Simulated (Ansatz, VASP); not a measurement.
One calculation of Rb, two programs

```
Rb
1.0
     0.00000    3.53302    3.53302
     3.53302    0.00000    3.53302
     3.53302    3.53302    0.00000
Rb
1
Direct
  0.00000 0.00000 0.00000
```

Alike in both runs: task single point; functional BLYP; k mesh 9 × 9 × 9; occupations fermi-dirac, width 0.1 eV; no spin polarisation.

```csv
,VASP,Ansatz
version,VASP 6.6.1,Ansatz 0.2.0
potentials or method,"VASP PAW PBE potentials, release 64 (Rb_sv), cutoff 520 eV","plane waves (420 eV) with PAW, scalar-relativistic"
valence electrons in the cell,9,9
```

|  | VASP | Ansatz | Ansatz less VASP |
| --- | --- | --- | --- |
| pressure (GPa) | 0.2 | 0.2 | -0.01 |

VASP's potentials were made for PBE, not for BLYP.
